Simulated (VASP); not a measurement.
# RbCaH3 (Pm-3m) in VASP: a series of runs

Runs on RbCaH3. Level: LDA. Tasks: single point, relaxation of cell and atoms.

All numbers are computed with VASP 6.6.1; they aren't measurements. Logs are shortened: lines on timing, memory, paths and dates and some standing lists are left out, and cuts for length are marked.

### 1 The cell of the first run

It takes space group Pm-3m (No. 221, cubic). The conventional cell has a = 4.207 Å, b = 4.207 Å, c = 4.207 Å, α = 90.00°, β = 90.00°, γ = 90.00°. Rb (site symmetry m-3m) has 12 H at 2.97 Å and 8 Ca at 3.64 Å within 3.9 Å. Ca (site symmetry m-3m) has 6 H at 2.10 Å within 2.8 Å. Within 2.8 Å of H (site symmetry 4/mmm) lie 2 Ca at 2.10 Å.

### 2 Single point, LDA

File INCAR:

```
SYSTEM = RbCaH3
ALGO = Normal
EDIFF = 1E-6
ENCUT = 520
ISIF = 2
ISMEAR = 0
LASPH = .TRUE.
LCHARG = .FALSE.
LREAL = .FALSE.
LWAVE = .FALSE.
NBANDS = 19
NELM = 60
PREC = Accurate
SIGMA = 0.01
```

File KPOINTS:

```
k-points
0
G
  4 4 4
  0 0 0
```

File POSCAR:

```
RbCaH3
1.0
    4.2072495453      0.0000000000      0.0000000000
    0.0000000000      4.2072495453      0.0000000000
    0.0000000000      0.0000000000      4.2072495453
Rb Ca H
1 1 3
Direct
    0.0000000000      0.0000000000      0.0000000000
    0.5000000000      0.5000000000      0.5000000000
    0.0000000000      0.5000000000      0.5000000000
    0.5000000000      0.0000000000      0.5000000000
    0.5000000000      0.5000000000      0.0000000000
```

Potentials or basis: VASP PAW LDA potentials, release 64 (Rb_sv, Ca_sv, H).

Run with:

```
cat potpaw_LDA.64/Rb_sv/POTCAR potpaw_LDA.64/Ca_sv/POTCAR potpaw_LDA.64/H/POTCAR > POTCAR
mpirun -np 1 vasp_std > vasp.out
```

OUTCAR:

```text
SYSTEM = RbCaH3
   EDIFF = 1E-6
   ENCUT = 520
   ISIF = 2
   ISMEAR = 0
   LASPH = .TRUE.
   LREAL = .FALSE.
   NELM = 60
   PREC = Accurate

 ion  position               nearest neighbor table
   1  0.000  0.000  0.000-   3 2.97   4 2.97   5 2.97   3 2.97   4 2.97   3 2.97   5 2.97   3 2.97
                             4 2.97   5 2.97   4 2.97   5 2.97   2 3.64   2 3.64   2 3.64   2 3.64
   2  0.500  0.500  0.500-   1 3.64   1 3.64   1 3.64   1 3.64   1 3.64   1 3.64   1 3.64   1 3.64

   3  0.000  0.500  0.500-   1 2.97   1 2.97   1 2.97   1 2.97
   4  0.500  0.000  0.500-   1 2.97   1 2.97   1 2.97   1 2.97
   5  0.500  0.500  0.000-   1 2.97   1 2.97   1 2.97   1 2.97

  LATTYP: Found a simple cubic cell.
 ALAT       =     4.2072495453

  Lattice vectors:

 A1 = (   4.2072495453,   0.0000000000,   0.0000000000)
 A2 = (   0.0000000000,   4.2072495453,   0.0000000000)
 A3 = (   0.0000000000,   0.0000000000,   4.2072495453)

Analysis of symmetry for initial positions (statically):
=====================================================================
 Subroutine PRICEL returns:
 Original cell was already a primitive cell.

 Routine SETGRP: Setting up the symmetry group for a
 simple cubic supercell.

 Subroutine GETGRP returns: Found 48 space group operations
 (whereof 48 operations were pure point group operations)
 out of a pool of 48 trial point group operations.

The static configuration has the point symmetry O_h .

Analysis of symmetry for dynamics (positions and initial velocities):
=====================================================================
 Subroutine PRICEL returns:
 Original cell was already a primitive cell.

 Routine SETGRP: Setting up the symmetry group for a
 simple cubic supercell.

 Subroutine GETGRP returns: Found 48 space group operations
 (whereof 48 operations were pure point group operations)
 out of a pool of 48 trial point group operations.

The dynamic configuration has the point symmetry O_h .

 Subroutine INISYM returns: Found 48 space group operations
 (whereof 48 operations are pure point group operations),
 and found     1 'primitive' translations

----------------------------------------------------------------------------------------

                                     Primitive cell

  volume of cell :      74.4723

  direct lattice vectors                    reciprocal lattice vectors
     4.207249545  0.000000000  0.000000000     0.237684974  0.000000000  0.000000000
     0.000000000  4.207249545  0.000000000     0.000000000  0.237684974  0.000000000
     0.000000000  0.000000000  4.207249545     0.000000000  0.000000000  0.237684974

  length of vectors
     4.207249545  4.207249545  4.207249545     0.237684974  0.237684974  0.237684974

  position of ions in fractional coordinates (direct lattice)
     0.000000000  0.000000000  0.000000000
     0.500000000  0.500000000  0.500000000
     0.000000000  0.500000000  0.500000000
     0.500000000  0.000000000  0.500000000
     0.500000000  0.500000000  0.000000000

  ion indices of the primitive-cell ions
   primitive index   ion index
                 1           1
                 2           2
                 3           3
                 4           4
                 5           5

----------------------------------------------------------------------------------------

 KPOINTS: k-points

Automatic generation of k-mesh.
 Grid dimensions read from file:
 generate k-points for:    4    4    4

 Generating k-lattice:

  Cartesian coordinates                     Fractional coordinates (reciprocal lattice)
     0.059421244  0.000000000  0.000000000     0.250000000  0.000000000  0.000000000
     0.000000000  0.059421244  0.000000000     0.000000000  0.250000000  0.000000000
     0.000000000  0.000000000  0.059421244     0.000000000  0.000000000  0.250000000

  Length of vectors
     0.059421244  0.059421244  0.059421244

  Shift w.r.t. Gamma in fractional coordinates (k-lattice)
     0.000000000  0.000000000  0.000000000

 Subroutine IBZKPT returns following result:
 ===========================================

 Found     10 irreducible k-points:

 Following reciprocal coordinates:
            Coordinates               Weight
  0.000000  0.000000  0.000000      1.000000
  0.250000  0.000000  0.000000      6.000000
  0.500000  0.000000  0.000000      3.000000
  0.250000  0.250000  0.000000     12.000000
  0.500000  0.250000  0.000000     12.000000
  0.500000  0.500000  0.000000      3.000000
  0.250000  0.250000  0.250000      8.000000
  0.500000  0.250000  0.250000     12.000000
  0.500000  0.500000  0.250000      6.000000
  0.500000  0.500000  0.500000      1.000000
   k-points           NKPTS =     10   k-points in BZ     NKDIM =     10   number of bands    NBANDS=     19
   number of dos      NEDOS =    301   number of ions     NIONS =      5
   total plane-waves  NPLWV =  32768
   dimension x,y,z NGX =    32 NGY =   32 NGZ =   32
   dimension x,y,z NGXF=    64 NGYF=   64 NGZF=   64
   ions per type =               1   1   3
   NGX,Y,Z   is equivalent  to a cutoff of  12.64, 12.64, 12.64 a.u.
   NGXF,Y,Z  is equivalent  to a cutoff of  25.29, 25.29, 25.29 a.u.
 SYSTEM =  RbCaH3
   PREC   = accura    normal or accurate (medium, high low for compatibility)
   ISTART =      0    job   : 0-new  1-cont  2-samecut
   ICHARG =      2    charge: 1-file 2-atom 10-const
   ISPIN  =      1    spin polarized calculation?
   LNONCOLLINEAR =      F non collinear calculations
   LSORBIT =      F    spin-orbit coupling
   LASPH  =      T    aspherical Exc in radial PAW
   ENCUT  =  520.0 eV  38.22 Ry    6.18 a.u.   7.82  7.82  7.82*2*pi/ulx,y,z
   NELM   =     60;   NELMIN=  2; NELMDL= -5     # of ELM steps
   EDIFF  = 0.1E-05   stopping-criterion for ELM
   LREAL  =      F    real-space projection
   EDIFFG = 0.1E-04   stopping-criterion for IOM
   NSW    =      0    number of steps for IOM
   IBRION =     -1    ionic relax: 0-MD 1-quasi-New 2-CG
   NFREE  =      0    steps in history (QN), initial steepest desc. (CG)
   ISIF   =      2    stress and relaxation
   ISYM   =      2    0-nonsym 1-usesym 2-fastsym
   POTIM  = 0.5000    time-step for ionic-motion
   TEBEG  =    0.0;   TEEND  =   0.0 temperature during run
   PSTRESS=    0.0 pullay stress
   NELECT =      22.0000    total number of electrons
   NUPDOWN=      -1.0000    fix difference up-down
   EMIN   =  10.00;   EMAX   =-10.00  energy-range for DOS
   EFERMI =   0.00;   METHOD = LEGACY
   ISMEAR =     0;   SIGMA  =   0.01  broadening in eV -4-tet -1-fermi 0-gaus
   EFERMI_NEDOS =   21; number of points for ismear=-14 and -15
   IALGO  =     38    algorithm
   IMIX   =      4    mixing-type and parameters
     AMIX     =   0.40;   BMIX     =  1.00
     AMIX_MAG =   1.60;   BMIX_MAG =  1.00
  volume/ion in A,a.u.               =      14.89       100.51
  Fermi-wavevector in a.u.,A,eV,Ry     =   1.090312  2.060391 16.174337  1.188780
  Thomas-Fermi vector in A             =   2.226534
   LORBIT       =      0    0 simple, 1 ext, 2 COOP (PROOUT), +10 PAW based schemes
   GGA     = CA    functional components
   LHFCALC =     F    Hartree Fock is set to
   AEXX    =    0.0000 exact exchange contribution
   IVDW    =     0    specifies the selected vdW correction
   LEPSILON=     F    determine dielectric tensor
   LRPA    =     F    only Hartree local field effects (RPA)
 non-spin polarized calculation
 Gauss-broadening in eV      SIGMA  =   0.01
  energy-cutoff  :      520.00
  volume of cell :       74.47
 maximum number of plane-waves:      2022
 NGX is ok and might be reduce to    32
   NGX = 15   NGY = 15   NGZ = 15

 number of electron      21.9999997 magnetization

 Free energy of the ion-electron system (eV)
  ---------------------------------------------------
  ext. energy  EPLUGINS =         0.00000000
  ---------------------------------------------------
  free energy    TOTEN  =       -15.71889364 eV

  energy without entropy =      -15.71889364  energy(sigma->0) =      -15.71889364

 E-fermi :  -0.2332     XC(G=0):  -9.0752

 val. band max:       -0.3151318076   @ k =   0.5000   0.5000   0.0000
 cond. band min:       2.2804189587   @ k =   0.5000   0.5000   0.0000
 fundamental gap:      2.5955507663
 Fermi energy:        -0.2331639866

 k-point     1 :       0.0000    0.0000    0.0000
  band No.  band energies     occupation
      1     -37.9623      2.00000
      2     -25.5308      2.00000
      3     -19.3337      2.00000
      4     -19.3337      2.00000
      5     -19.3337      2.00000
      6      -9.6376      2.00000
[... 11 lines left out ...]
     18       7.8685      0.00000
     19       7.8685      0.00000

 k-point     2 :       0.2500    0.0000    0.0000
  band No.  band energies     occupation
      1     -37.9605      2.00000
      2     -25.5229      2.00000
      3     -19.3736      2.00000
      4     -19.3310      2.00000
      5     -19.3310      2.00000
      6      -9.8752      2.00000
[... 11 lines left out ...]
     18       6.8302      0.00000
     19       8.2582      0.00000

 k-point     3 :       0.5000    0.0000    0.0000
  band No.  band energies     occupation
      1     -37.9587      2.00000
      2     -25.5150      2.00000
      3     -19.4129      2.00000
      4     -19.3283      2.00000
      5     -19.3283      2.00000
      6     -10.0896      2.00000
[... 11 lines left out ...]
     18       6.2662      0.00000
     19       6.9064      0.00000

 k-point     4 :       0.2500    0.2500    0.0000
  band No.  band energies     occupation
      1     -37.9587      2.00000
      2     -25.5142      2.00000
      3     -19.3752      2.00000
      4     -19.3711      2.00000
      5     -19.3285      2.00000
      6      -9.8624      2.00000
[... 99 lines left out ...]
     18       8.0722      0.00000
     19       8.6086      0.00000

 k-point     9 :       0.5000    0.5000    0.2500
  band No.  band energies     occupation
      1     -37.9536      2.00000
      2     -25.4876      2.00000
      3     -19.4123      2.00000
      4     -19.4123      2.00000
      5     -19.3663      2.00000
      6      -9.9267      2.00000
[... 11 lines left out ...]
     18       8.9073      0.00000
     19       9.5736      0.00000

 k-point    10 :       0.5000    0.5000    0.5000
  band No.  band energies     occupation
      1     -37.9519      2.00000
      2     -25.4792      2.00000
      3     -19.4082      2.00000
      4     -19.4082      2.00000
      5     -19.4082      2.00000
      6      -9.9039      2.00000
[... 11 lines left out ...]
     18       9.9832      0.00000
     19       9.9832      0.00000

------------------------ aborting loop because EDIFF is reached ----------------------------------------

  FORCE on cell =-STRESS in cart. coord.  units (eV):
  Direction    XX          YY          ZZ          XY          YZ          ZX
  --------------------------------------------------------------------------------------
  -------------------------------------------------------------------------------------
  Total        2.3535338      2.3535338      2.3535338     -0.0000000     -0.0000000      0.0000000
  in kB       50.6332973     50.6332973     50.6332973     -0.0000000     -0.0000000      0.0000000
  external PRESSURE =      50.6332973 kB  Pullay stress =       0.0000000 kB

 VOLUME and BASIS-vectors are now :
 -----------------------------------------------------------------------------
  energy-cutoff  :      520.00
  volume of cell :       74.47
      direct lattice vectors                 reciprocal lattice vectors
     4.207249545  0.000000000  0.000000000     0.237684974  0.000000000  0.000000000
     0.000000000  4.207249545  0.000000000     0.000000000  0.237684974  0.000000000
     0.000000000  0.000000000  4.207249545     0.000000000  0.000000000  0.237684974

 POSITION                                       TOTAL-FORCE (eV/Angst)
 -----------------------------------------------------------------------------------
      0.00000      0.00000      0.00000         0.000000      0.000000      0.000000
      2.10362      2.10362      2.10362         0.000000      0.000000      0.000000
      0.00000      2.10362      2.10362         0.000000      0.000000      0.000000
      2.10362      0.00000      2.10362         0.000000      0.000000      0.000000
      2.10362      2.10362      0.00000         0.000000      0.000000      0.000000
 -----------------------------------------------------------------------------------
    total drift:                                0.000000     -0.000000     -0.000000

  FREE ENERGIE OF THE ION-ELECTRON SYSTEM (eV)
  ---------------------------------------------------
  free  energy   TOTEN  =       -15.7188936389 eV

  energy  without entropy=      -15.7188936389  energy(sigma->0) =      -15.71889364
```

Wall time 10 s (1 thread of Intel Xeon Platinum 8259CL at 2.50GHz (Skylake/Cascade Lake), shared host); peak memory 0.16 GiB.

Results:

* Free energy: -15.7189 eV
* Pressure: 5.1 GPa
* Band gap on the k mesh: 2.60 eV, direct

### 3 Single point, LDA

This run uses another cell than the first one, of 17.01 Å³/atom, 1.142 times its volume.

File INCAR:

```
PREC = Accurate ; ENCUT = 520
EDIFF = 1E-6 ; ISMEAR = 0
SIGMA = 0.01 ; LREAL = F
LASPH = T ; NELM = 80
ALGO = Normal ; ISIF = 2
LWAVE = F ; LCHARG = F
GGA = CA ; NBANDS = 19
```

File KPOINTS:

```
regular mesh
0
Gamma
  4 4 4
```

Changes to POSCAR since step 2:

```diff
@@ -2,5 +2,5 @@
 1.0
-    4.2072495453      0.0000000000      0.0000000000
-    0.0000000000      4.2072495453      0.0000000000
-    0.0000000000      0.0000000000      4.2072495453
+    4.3979660655      0.0000000000      0.0000000000
+    0.0000000000      4.3979660655      0.0000000000
+    0.0000000000      0.0000000000      4.3979660655
 Rb Ca H
```

Potentials or basis: VASP PAW LDA potentials, release 64 (Rb_sv, Ca_sv, H).

Run with:

```
cat potpaw_LDA.64/Rb_sv/POTCAR potpaw_LDA.64/Ca_sv/POTCAR potpaw_LDA.64/H/POTCAR > POTCAR
mpirun -np 1 vasp_std > vasp.out
```

It took 14 s on 1 thread of Intel Xeon Platinum 8259CL at 2.50GHz (Skylake/Cascade Lake), shared host; peak memory 0.18 GiB.

Results (log left out):

```yaml
Free_energy: -15.8772 eV
Pressure: 0.0 GPa
Band_gap_on_the_k_mesh: 2.82 eV, direct
```

Levels at points of the mesh, in eV from the valence-band top:
```
           k point  band 7  band 8  band 9  band 10  band 11  band 12  band 13  band 14  band 15  band 16
(0.00, 0.00, 0.00)   -9.27   -9.27   -3.09    -0.61    -0.61     6.03     6.03     6.03     7.38     7.38
(0.50, 0.00, 0.00)   -9.26   -9.26   -1.64    -0.86    -0.32     5.53     5.53     5.59     6.27     6.37
(0.50, 0.50, 0.00)   -9.48   -9.23   -1.41     0.00     0.00     2.82     4.80     4.80     5.82     6.46
(0.50, 0.50, 0.50)   -9.45   -9.45   -0.30    -0.30    -0.30     4.28     4.28     4.28     5.92     6.51
```

A k mesh can miss the band edges. As with any semilocal functional, this LDA gap is likely too small.

[end of part 1 of 2]
